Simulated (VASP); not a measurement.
# SrO (Fm-3m) in VASP: single point with r2SCAN

Aim: the single point of SrO with r2SCAN.

Program: VASP 6.6.1. These are calculated values, not measurements. Logs are shortened: lines on timing, memory, paths and dates and some standing lists are left out, and cuts for length are marked.

### Step 1. The cell of the first run

It takes space group Fm-3m (No. 225, cubic). The conventional cell has a = 4.966 Å, b = 4.966 Å, c = 4.966 Å, α = 90.00°, β = 90.00°, γ = 90.00°. Sr (site symmetry m-3m) has 6 O at 2.48 Å within 3.3 Å. O (site symmetry m-3m) has 6 Sr at 2.48 Å within 3.3 Å.

### Step 2. Single point, r2SCAN (strained)

POSCAR reads:

```
SrO
1.0
    0.0000000000      2.4829407600      2.4829407600
    2.4829407600      0.0000000000      2.4829407600
    2.4829407600      2.4829407600      0.0000000000
Sr O
1 1
Direct
    0.0000000000      0.0000000000      0.0000000000
    0.5000000000      0.5000000000      0.5000000000
```

INCAR.step1 reads:

```
SYSTEM = SrO
PREC = Accurate
ENCUT = 660
ISMEAR = 0
SIGMA = 0.02
LREAL = .False.
LASPH = .True.
NELM = 120
NBANDS = 15
GGA = PE
ALGO = Normal
EDIFF = 1E-5
LWAVE = .True.
LCHARG = .False.
GGA_COMPAT = .False.
```

INCAR.step2 reads:

```
SYSTEM = SrO
PREC = Accurate
ENCUT = 660
EDIFF = 1E-6
ISMEAR = 0
SIGMA = 0.02
LREAL = .False.
LASPH = .True.
NELM = 120
ALGO = Normal
ISIF = 2
LWAVE = .False.
LCHARG = .False.
METAGGA = R2SCAN
LMIXTAU = .True.
NBANDS = 15
ISTART = 1
GGA_COMPAT = .False.
```

KPOINTS reads:

```
Automatic mesh
0
Gamma
  8 8 8
  0 0 0
```

Potentials or basis: VASP PAW PBE potentials, release 64 (Sr_sv, O).

Run with:

```
$ cat potpaw_PBE.64/Sr_sv/POTCAR potpaw_PBE.64/O/POTCAR > POTCAR
$ cp INCAR.step1 INCAR
$ mpirun -np 1 vasp_std > vasp.out
$ cp INCAR.step2 INCAR
$ mpirun -np 1 vasp_std > vasp.out
```

OUTCAR:

```text
SYSTEM = SrO
   PREC = Accurate
   ENCUT = 660
   EDIFF = 1E-6
   ISMEAR = 0
   LREAL = .False.
   LASPH = .True.
   NELM = 120
   ISIF = 2
   METAGGA = R2SCAN
   ISTART = 1

 ion  position               nearest neighbor table
   1  0.000  0.000  0.000-   2 2.48   2 2.48   2 2.48   2 2.48   2 2.48   2 2.48
   2  0.500  0.500  0.500-   1 2.48   1 2.48   1 2.48   1 2.48   1 2.48   1 2.48

  LATTYP: Found a face centered cubic cell.
 ALAT       =     4.9658815200

  Lattice vectors:

 A1 = (   0.0000000000,   2.4829407600,   2.4829407600)
 A2 = (   2.4829407600,   0.0000000000,   2.4829407600)
 A3 = (   2.4829407600,   2.4829407600,   0.0000000000)

Analysis of symmetry for initial positions (statically):
=====================================================================
 Subroutine PRICEL returns:
 Original cell was already a primitive cell.

 Routine SETGRP: Setting up the symmetry group for a
 face centered cubic supercell.

 Subroutine GETGRP returns: Found 48 space group operations
 (whereof 48 operations were pure point group operations)
 out of a pool of 48 trial point group operations.

The static configuration has the point symmetry O_h .

Analysis of symmetry for dynamics (positions and initial velocities):
=====================================================================
 Subroutine PRICEL returns:
 Original cell was already a primitive cell.

 Routine SETGRP: Setting up the symmetry group for a
 face centered cubic supercell.

 Subroutine GETGRP returns: Found 48 space group operations
 (whereof 48 operations were pure point group operations)
 out of a pool of 48 trial point group operations.

The dynamic configuration has the point symmetry O_h .

 Subroutine INISYM returns: Found 48 space group operations
 (whereof 48 operations are pure point group operations),
 and found     1 'primitive' translations

----------------------------------------------------------------------------------------

                                     Primitive cell

  volume of cell :      30.6146

  direct lattice vectors                    reciprocal lattice vectors
     0.000000000  2.482940760  2.482940760    -0.201374116  0.201374116  0.201374116
     2.482940760  0.000000000  2.482940760     0.201374116 -0.201374116  0.201374116
     2.482940760  2.482940760  0.000000000     0.201374116  0.201374116 -0.201374116

  length of vectors
     3.511408497  3.511408497  3.511408497     0.348790200  0.348790200  0.348790200

  position of ions in fractional coordinates (direct lattice)
     0.000000000  0.000000000  0.000000000
     0.500000000  0.500000000  0.500000000

  ion indices of the primitive-cell ions
   primitive index   ion index
                 1           1
                 2           2

----------------------------------------------------------------------------------------

 KPOINTS: Automatic mesh

Automatic generation of k-mesh.
 Grid dimensions read from file:
 generate k-points for:    8    8    8

 Generating k-lattice:

  Cartesian coordinates                     Fractional coordinates (reciprocal lattice)
    -0.025171764  0.025171764  0.025171764     0.125000000  0.000000000  0.000000000
     0.025171764 -0.025171764  0.025171764     0.000000000  0.125000000  0.000000000
     0.025171764  0.025171764 -0.025171764     0.000000000  0.000000000  0.125000000

  Length of vectors
     0.043598775  0.043598775  0.043598775

  Shift w.r.t. Gamma in fractional coordinates (k-lattice)
     0.000000000  0.000000000  0.000000000

 Subroutine IBZKPT returns following result:
 ===========================================

 Found     29 irreducible k-points:

 Following reciprocal coordinates:
            Coordinates               Weight
  0.000000  0.000000  0.000000      1.000000
  0.125000  0.000000  0.000000      8.000000
  0.250000  0.000000  0.000000      8.000000
  0.375000  0.000000  0.000000      8.000000
  0.500000  0.000000  0.000000      4.000000
  0.125000  0.125000  0.000000      6.000000
[... 16 lines left out ...]
  0.500000  0.250000  0.125000     48.000000
 -0.375000  0.250000  0.125000     24.000000
 [... further k-points ...]
   k-points           NKPTS =     29   k-points in BZ     NKDIM =     29   number of bands    NBANDS=     15
   number of dos      NEDOS =    301   number of ions     NIONS =      2
   total plane-waves  NPLWV =  27000
   dimension x,y,z NGX =    30 NGY =   30 NGZ =   30
   dimension x,y,z NGXF=    60 NGYF=   60 NGZF=   60
   ions per type =               1   1
   NGX,Y,Z   is equivalent  to a cutoff of  14.20, 14.20, 14.20 a.u.
   NGXF,Y,Z  is equivalent  to a cutoff of  28.41, 28.41, 28.41 a.u.
 SYSTEM =  SrO
   PREC   = accura    normal or accurate (medium, high low for compatibility)
   ISTART =      1    job   : 0-new  1-cont  2-samecut
   ICHARG =      0    charge: 1-file 2-atom 10-const
   ISPIN  =      1    spin polarized calculation?
   LNONCOLLINEAR =      F non collinear calculations
   LSORBIT =      F    spin-orbit coupling
   LASPH  =      T    aspherical Exc in radial PAW
   ENCUT  =  660.0 eV  48.51 Ry    6.96 a.u.   7.36  7.36  7.36*2*pi/ulx,y,z
   NELM   =    120;   NELMIN=  2; NELMDL=  0     # of ELM steps
   EDIFF  = 0.1E-05   stopping-criterion for ELM
   LREAL  =      F    real-space projection
   EDIFFG = 0.1E-04   stopping-criterion for IOM
   NSW    =      0    number of steps for IOM
   IBRION =     -1    ionic relax: 0-MD 1-quasi-New 2-CG
   NFREE  =      0    steps in history (QN), initial steepest desc. (CG)
   ISIF   =      2    stress and relaxation
   ISYM   =      2    0-nonsym 1-usesym 2-fastsym
   POTIM  = 0.5000    time-step for ionic-motion
   TEBEG  =    0.0;   TEEND  =   0.0 temperature during run
   PSTRESS=    0.0 pullay stress
   NELECT =      16.0000    total number of electrons
   NUPDOWN=      -1.0000    fix difference up-down
   EMIN   =  10.00;   EMAX   =-10.00  energy-range for DOS
   EFERMI =   0.00;   METHOD = LEGACY
   ISMEAR =     0;   SIGMA  =   0.02  broadening in eV -4-tet -1-fermi 0-gaus
   EFERMI_NEDOS =   21; number of points for ismear=-14 and -15
   IALGO  =     38    algorithm
   IMIX   =      4    mixing-type and parameters
     AMIX     =   0.40;   BMIX     =  1.00
     AMIX_MAG =   1.60;   BMIX_MAG =  1.00
  volume/ion in A,a.u.               =      15.31       103.30
  Fermi-wavevector in a.u.,A,eV,Ry     =   1.318677  2.491938 23.659298  1.738909
  Thomas-Fermi vector in A             =   2.448630
   LORBIT       =      0    0 simple, 1 ext, 2 COOP (PROOUT), +10 PAW based schemes
   METAGGA = R2SCAN    functional components
   LHFCALC =     F    Hartree Fock is set to
   AEXX    =    0.0000 exact exchange contribution
   IVDW    =     0    specifies the selected vdW correction
   LEPSILON=     F    determine dielectric tensor
   LRPA    =     F    only Hartree local field effects (RPA)
 non-spin polarized calculation
 Gauss-broadening in eV      SIGMA  =   0.02
  energy-cutoff  :      660.00
  volume of cell :       30.61
 maximum number of plane-waves:      1243
 NGX is ok and might be reduce to    30
   NGX = 15   NGY = 15   NGZ = 15

 number of electron      16.0000001 magnetization

 Free energy of the ion-electron system (eV)
  ---------------------------------------------------
  ext. energy  EPLUGINS =         0.00000000
  ---------------------------------------------------
  free energy    TOTEN  =       -26.89560726 eV

  energy without entropy =      -26.89560726  energy(sigma->0) =      -26.89560726

 E-fermi :   2.0717     XC(G=0): -11.1361

 val. band max:        1.8652534586   @ k =   0.5000   0.5000   0.0000
 cond. band min:       5.5226125660   @ k =   0.5000   0.5000   0.0000
 fundamental gap:      3.6573591073
 Fermi energy:         2.0717280685

 k-point     1 :       0.0000    0.0000    0.0000
  band No.  band energies     occupation
      1     -31.2642      2.00000
      2     -14.2920      2.00000
      3     -12.1525      2.00000
      4     -12.1525      2.00000
      5     -12.1525      2.00000
      6       1.8606      2.00000
      7       1.8606      2.00000
      8       1.8606      2.00000
      9       7.3611      0.00000
     10       8.8627      0.00000
     11       8.8627      0.00000
     12       8.8627      0.00000
     13      11.4326      0.00000
     14      11.4326      0.00000
     15      15.7052      0.00000

 k-point     2 :       0.1250    0.0000    0.0000
  band No.  band energies     occupation
      1     -31.2325      2.00000
      2     -14.6162      2.00000
      3     -12.1668      2.00000
      4     -12.1668      2.00000
      5     -11.9014      2.00000
      6       1.4071      2.00000
      7       1.6242      2.00000
      8       1.6242      2.00000
      9       8.0829      0.00000
     10       8.7001      0.00000
     11       9.2137      0.00000
     12       9.2137      0.00000
     13      11.9257      0.00000
     14      11.9257      0.00000
     15      16.8447      0.00000

 k-point     3 :       0.2500    0.0000    0.0000
  band No.  band energies     occupation
      1     -31.1547      2.00000
      2     -15.2253      2.00000
      3     -12.2006      2.00000
      4     -12.2006      2.00000
      5     -11.4697      2.00000
      6       0.5279      2.00000
      7       1.1161      2.00000
      8       1.1161      2.00000
      9       8.6896      0.00000
     10       9.6974      0.00000
     11      10.1727      0.00000
     12      10.1727      0.00000
     13      13.1491      0.00000
     14      13.1491      0.00000
     15      19.1999      0.00000

 k-point     4 :       0.3750    0.0000    0.0000
  band No.  band energies     occupation
      1     -31.0751      2.00000
      2     -15.7190      2.00000
      3     -12.2336      2.00000
      4     -12.2336      2.00000
      5     -11.1541      2.00000
      6      -0.1908      2.00000
      7       0.6734      2.00000
      8       0.6734      2.00000
      9       9.1187      0.00000
     10      11.2483      0.00000
     11      11.3678      0.00000
     12      11.3678      0.00000
     13      14.6326      0.00000
     14      14.6326      0.00000
     15      19.6862      0.00000
[... 307 lines left out ...]
 k-point    22 :       0.3750    0.2500    0.1250
  band No.  band energies     occupation
      1     -31.0985      2.00000
      2     -15.2595      2.00000
      3     -12.5095      2.00000
      4     -12.2811      2.00000
      5     -11.5426      2.00000
      6       0.2859      2.00000
      7       1.0537      2.00000
      8       1.6189      2.00000
      9       7.5643      0.00000
     10       9.9487      0.00000
     11      11.1832      0.00000
     12      11.7013      0.00000
     13      13.2946      0.00000
     14      14.3733      0.00000
     15      20.8029      0.00000

 k-point    23 :       0.5000    0.2500    0.1250
  band No.  band energies     occupation
      1     -31.0357      2.00000
      2     -15.4599      2.00000
      3     -12.6527      2.00000
      4     -12.3908      2.00000
      5     -11.4865      2.00000
      6       0.2449      2.00000
      7       0.7805      2.00000
      8       1.3618      2.00000
      9       8.1745      0.00000
     10      10.3429      0.00000
     11      12.1701      0.00000
     12      12.2762      0.00000
     13      14.6510      0.00000
     14      15.7398      0.00000
     15      18.5067      0.00000

 k-point    24 :      -0.3750    0.2500    0.1250
  band No.  band energies     occupation
      1     -31.0093      2.00000
      2     -15.5409      2.00000
      3     -12.6796      2.00000
      4     -12.4759      2.00000
      5     -11.4582      2.00000
      6       0.1902      2.00000
      7       0.9125      2.00000
      8       1.0405      2.00000
      9       9.1686      0.00000
     10       9.5827      0.00000
     11      12.6763      0.00000
     12      12.8171      0.00000
     13      15.2347      0.00000
     14      16.6920      0.00000
     15      17.6450      0.00000

 [... further k-points ...]

------------------------ aborting loop because EDIFF is reached ----------------------------------------

  FORCE on cell =-STRESS in cart. coord.  units (eV):
  Direction    XX          YY          ZZ          XY          YZ          ZX
  --------------------------------------------------------------------------------------
  -------------------------------------------------------------------------------------
  Total        2.8005863      2.8005863      2.8005863      0.0000000      0.0000000      0.0000000
  in kB      146.5650668    146.5650668    146.5650668      0.0000000      0.0000000      0.0000000
  external PRESSURE =     146.5650668 kB  Pullay stress =       0.0000000 kB

 VOLUME and BASIS-vectors are now :
 -----------------------------------------------------------------------------
  energy-cutoff  :      660.00
  volume of cell :       30.61
      direct lattice vectors                 reciprocal lattice vectors
     0.000000000  2.482940760  2.482940760    -0.201374116  0.201374116  0.201374116
     2.482940760  0.000000000  2.482940760     0.201374116 -0.201374116  0.201374116
     2.482940760  2.482940760  0.000000000     0.201374116  0.201374116 -0.201374116

 POSITION                                       TOTAL-FORCE (eV/Angst)
 -----------------------------------------------------------------------------------
      0.00000      0.00000      0.00000         0.000000     -0.000000     -0.000000
      2.48294      2.48294      2.48294         0.000000      0.000000      0.000000
 -----------------------------------------------------------------------------------
    total drift:                                0.000000      0.000000      0.000000

  FREE ENERGIE OF THE ION-ELECTRON SYSTEM (eV)
  ---------------------------------------------------
  free  energy   TOTEN  =       -26.8956072628 eV

  energy  without entropy=      -26.8956072628  energy(sigma->0) =      -26.89560726
```

Run time: 95 s. Hardware: 1 thread of AMD EPYC 7R43 (Zen 3), shared host; peak memory 0.15 GiB.

Results:

```yaml
Free_energy: -26.8956 eV
Pressure: 14.7 GPa
Band_gap_on_the_k_mesh: 3.66 eV
```

Caveat: the cell differs from its parent crystal (strained); the cell stands under pressure; the PAW data sets were made with another functional, which shifts forces and pressure a little. A k mesh can miss the band edges.
